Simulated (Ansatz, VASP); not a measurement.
## HfSc4: VASP beside Ansatz

Contents of INCAR:

```
PREC = Accurate
ENCUT = 600
EDIFF = 1E-7
ISMEAR = 0
SIGMA = 0.1
LREAL = False
LASPH = True
NELM = 100
ALGO = Normal
ISIF = 3
LWAVE = False
LCHARG = False
GGA = PE
IBRION = 2
NSW = 90
EDIFFG = -0.04
```

File KPOINTS:

```
regular mesh
0
Gamma
  4 4 4
```

File POSCAR:

```
HfSc4
1.0
    4.6112206600      0.0000000000      0.0000000000
    0.0000000000      4.6112206600      0.0000000000
    0.0000000000      0.0000000000      4.6112206600
Hf Sc
1 4
Direct
    0.5000000000      0.5000000000      0.5000000000
    0.5000000000      0.0000000000      0.0000000000
    0.0000000000      0.5000000000      0.0000000000
    0.0000000000      0.0000000000      0.5000000000
    0.0000000000      0.0000000000      0.0000000000
```

Input for Ansatz:

```yaml
crystal:
  lattice:
    - [4.61122066, 0.0, 0.0]
    - [0.0, 4.61122066, 0.0]
    - [0.0, 0.0, 4.61122066]
  atoms:
    - { symbol: Hf, position: [0.5, 0.5, 0.5] }
    - { symbol: Sc, position: [0.5, 0.0, 0.0] }
    - { symbol: Sc, position: [0.0, 0.5, 0.0] }
    - { symbol: Sc, position: [0.0, 0.0, 0.5] }
    - { symbol: Sc, position: [0.0, 0.0, 0.0] }
basis:
  ecutwfc: 420
kpoints:
  mp_grid: { grid: [4, 4, 4] }
hamiltonian:
  xc: pbe
scf:
  occupations: { method: gaussian, width: 0.1 }
  lower_state_search: "off"
output:
  forces: true
  stress: true
  eigenvalues: true
relax:
  adjacent_minimum: "off"
  f_tol: 0.04
  max_steps: 70
  cell: { stress_tol: 0.4 }
```

Alike in both runs: task relaxation of cell and atoms; functional PBE; k mesh 4 × 4 × 4; occupations gaussian, width 0.1 eV; no spin polarisation.

|  | VASP | Ansatz |
| --- | --- | --- |
| version | VASP 6.6.1 | Ansatz 0.2.0 |
| potentials or method | VASP PAW PBE potentials, release 64 (Hf_pv, Sc_sv), cutoff 600 eV | scalar-relativistic, plane waves, PAW |
| valence electrons in the cell | 54 | 70 |

|  | VASP | Ansatz | Ansatz less VASP |
| --- | --- | --- | --- |
| gap on the k mesh at the Fermi level, each at its own relaxed structure (eV) | none | none | - |
| relaxed volume (Å³/atom) | 25.06 | 25.02 | -0.034 |
| relaxed cell length with the largest relative difference (Å) | 5.004 | 5.002 | -0.0023 |

A gap of «none» marks a metal or a gap that the smearing closes. VASP's potentials hold 54 valence electrons a cell and Ansatz's 70, so a difference there can come from the potentials and not from the codes.

Spin-orbit coupling is off throughout. Noted on VASP's run: the volume moved by over 15 % at a fixed basis, so the end points are rough.
